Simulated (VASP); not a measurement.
# Hg (R-3m) in VASP: a series of runs, part 2 of 2

VASP 6.6.1. Earlier steps stand in the parts before.

### 4 Single point, PBEsol, non-collinear spin, zero start, spin-orbit coupling

This run uses another cell than the first one, of 23.89 Å³/atom.

Input file INCAR:

```
SYSTEM = Hg
PREC = Accurate
ENCUT = 520
EDIFF = 1E-7
ISMEAR = -1
SIGMA = 0.1
LREAL = .FALSE.
LASPH = .TRUE.
NELM = 150
ALGO = Normal
ISIF = 2
LWAVE = .FALSE.
LCHARG = .FALSE.
MAGMOM = 0 0 0
LORBIT = 11
LSORBIT = .TRUE.
GGA_COMPAT = .FALSE.
LORBMOM = .TRUE.
GGA = PS
NBANDS = 23
```

Input file KPOINTS:

```
regular mesh
0
G
  11 11 11
  0 0 0
```

Input file POSCAR:

```
Hg
1.0
    1.7724297377      1.0233127862      2.1954838398
   -1.7724297377      1.0233127862      2.1954838398
    0.0000000000     -2.0466255724      2.1954838398
Hg
1
Direct
    0.0000000000      1.0000000000      1.0000000000
```

Potentials or basis: VASP PAW PBE potentials, release 64 (Hg).

Launch:

```sh
cat potpaw_PBE.64/Hg/POTCAR > POTCAR
mpirun -np 1 vasp_ncl > vasp.out
```

OUTCAR:

```text
SYSTEM = Hg
   PREC = Accurate
   ENCUT = 520
   EDIFF = 1E-7
   ISMEAR = -1
   LREAL = .FALSE.
   LASPH = .TRUE.
   NELM = 150
   ISIF = 2
   LORBIT = 11
   LSORBIT = .TRUE.
   GGA = PS

 ion  position               nearest neighbor table
   1  0.000  0.000  0.000-

  LATTYP: Found a trigonal (rhomboedric) cell.
 ALAT       =     3.0014705603
 COS(alpha) =     0.3025712027

  Lattice vectors:

 A1 = (   1.7724297377,   1.0233127862,   2.1954838398)
 A2 = (  -1.7724297377,   1.0233127862,   2.1954838398)
 A3 = (   0.0000000000,  -2.0466255724,   2.1954838398)

Analysis of symmetry for initial positions (statically):
=====================================================================
 Subroutine PRICEL returns:
 Original cell was already a primitive cell.

 Routine SETGRP: Setting up the symmetry group for a
 trigonal (rhombohedral) supercell.

 Subroutine GETGRP returns: Found 12 space group operations
 (whereof 12 operations were pure point group operations)
 out of a pool of 12 trial point group operations.

The static configuration has the point symmetry D_3d.

Analysis of symmetry for dynamics (positions and initial velocities):
=====================================================================
 Subroutine PRICEL returns:
 Original cell was already a primitive cell.

 Routine SETGRP: Setting up the symmetry group for a
 trigonal (rhombohedral) supercell.

 Subroutine GETGRP returns: Found 12 space group operations
 (whereof 12 operations were pure point group operations)
 out of a pool of 12 trial point group operations.

The dynamic configuration has the point symmetry D_3d.

Analysis of structural, dynamic, and magnetic symmetry:
=====================================================================
 Subroutine PRICEL returns:
 Original cell was already a primitive cell.

 Routine SETGRP: Setting up the symmetry group for a
 trigonal (rhombohedral) supercell.

 Subroutine GETGRP returns: Found 12 space group operations
 (whereof 12 operations were pure point group operations)
[... 793 lines left out ...]
  external PRESSURE =      -6.0115186 kB  Pullay stress =       0.0000000 kB

 VOLUME and BASIS-vectors are now :
 -----------------------------------------------------------------------------
  energy-cutoff  :      520.00
  volume of cell :       23.89
      direct lattice vectors                 reciprocal lattice vectors
     1.772429738  1.023312786  2.195483840     0.282098630  0.162869720  0.151826822
    -1.772429738  1.023312786  2.195483840    -0.282098630  0.162869720  0.151826822
     0.000000000 -2.046625572  2.195483840     0.000000000 -0.325739439  0.151826822

 POSITION                                       TOTAL-FORCE (eV/Angst)
 -----------------------------------------------------------------------------------
      0.00000      0.00000      0.00000        -0.000000      0.000000      0.000000
 -----------------------------------------------------------------------------------
    total drift:                                0.000000     -0.000000      0.000000

  FREE ENERGIE OF THE ION-ELECTRON SYSTEM (eV)
  ---------------------------------------------------
  free  energy   TOTEN  =        -0.8372527739 eV

  energy  without entropy=       -0.8283716576  energy(sigma->0) =       -0.83281222

 orbital moment (x)

 # of ion     p       d       tot
 ----------------------------------------
  1        -0.000  -0.000  -0.000
 ----------------------------------------
           -0.000  -0.000  -0.000

 orbital moment (y)

 # of ion     p       d       tot
 ----------------------------------------
  1         0.000   0.000   0.000
 ----------------------------------------
            0.000   0.000   0.000

 orbital moment (z)

 # of ion     p       d       tot
 ----------------------------------------
  1         0.000   0.000   0.000
 ----------------------------------------
            0.000   0.000   0.000

 Spin-Orbit-Coupling matrix elements

 Ion:    1  E_soc:     -0.5413686
 l=   1
     0.0000000    -0.0215694    -0.0187799
    -0.0215694     0.0000000    -0.0215694
    -0.0187799    -0.0215694     0.0000000
 l=   2
     0.0000000    -0.0140358     0.0000000    -0.0140358    -0.0540080
    -0.0140358     0.0000000    -0.0419711    -0.0146718    -0.0140358
     0.0000000    -0.0419711     0.0000000    -0.0419711     0.0000000
    -0.0140358    -0.0146718    -0.0419711     0.0000000    -0.0140358
    -0.0540080    -0.0140358     0.0000000    -0.0140358     0.0000000
 l=   3
     0.0000000     0.0000000     0.0000000     0.0000000     0.0000000     0.0000000     0.0000000
     0.0000000     0.0000000     0.0000000     0.0000000     0.0000000     0.0000000     0.0000000
     0.0000000     0.0000000     0.0000000     0.0000000     0.0000000     0.0000000     0.0000000
     0.0000000     0.0000000     0.0000000     0.0000000     0.0000000     0.0000000     0.0000000
     0.0000000     0.0000000     0.0000000     0.0000000     0.0000000     0.0000000     0.0000000
     0.0000000     0.0000000     0.0000000     0.0000000     0.0000000     0.0000000     0.0000000
     0.0000000     0.0000000     0.0000000     0.0000000     0.0000000     0.0000000     0.0000000

 total charge

# of ion       s       p       d       tot
------------------------------------------
    1        0.868   0.280   9.314  10.462

 magnetization (x)

# of ion       s       p       d       tot
------------------------------------------
    1        0.000   0.000   0.000   0.000

 magnetization (y)

# of ion       s       p       d       tot
------------------------------------------
    1        0.000  -0.000   0.000  -0.000

 magnetization (z)

# of ion       s       p       d       tot
------------------------------------------
    1        0.000   0.000   0.000   0.000
```

stdout:

```text
POSCAR found type information on POSCAR Hg
 POSCAR found :  1 types and       1 ions
 scaLAPACK will be used
 -----------------------------------------------------------------------------
|                                                                             |
|                                                                             |
|     You enforced a specific xc type in the INCAR file but a different       |
|     I HOPE YOU KNOW WHAT YOU ARE DOING!                                     |
|                                                                             |
 -----------------------------------------------------------------------------

 LDA part: xc-table for (Slater+PW92), standard interpolation
 POSCAR, INCAR and KPOINTS ok, starting setup
 FFT: planning ... GRIDC
 FFT: planning ... GRID_SOFT
 FFT: planning ... GRID
 WAVECAR not read
 entering main loop
```

Wall time 64 s (1 thread of Intel Xeon Platinum 8488C (Sapphire Rapids), shared host); peak memory 0.27 GiB.

Results:

| Quantity | Value |
| --- | --- |
| Free energy | -0.8373 eV |
| Pressure | -0.6 GPa |
| Net moment | 0.00 μB per cell |
| Valence electrons inside the program's atomic spheres | Hg 10.46 |

Moments on the atoms (μB; x, y, z):
```
Hg  0.00 0.00 0.00
```

Caveat: the PAW data sets were made with another functional, which shifts forces and pressure a little.

### 5 Overview

```tsv
spin	cell	k mesh	gap on the mesh (eV)	pressure (GPa)
off	a = 3.079 Å, angles 72.4°, 1 atom	18 × 18 × 18	none	-2.1
off	a = 3.117 Å, angles 72.4°, 1 atom	18 × 18 × 18	none	-2.8
non-collinear, zero start, SOC	a = 3.001 Å, angles 72.4°, 1 atom	11 × 11 × 11	-	-0.6
```

Alike in all rows: task single point; level PBEsol; potentials or basis VASP PAW PBE potentials, release 64 (Hg); cutoff (eV) 520; smearing fermi-dirac 0.1 eV.

Caveats: the PAW data sets were made with another functional, which shifts forces and pressure a little; spin-orbit coupling is left out, which moves the levels of the heavy elements (at least some runs).

Absolute energies hang on the potentials; compare differences alone.
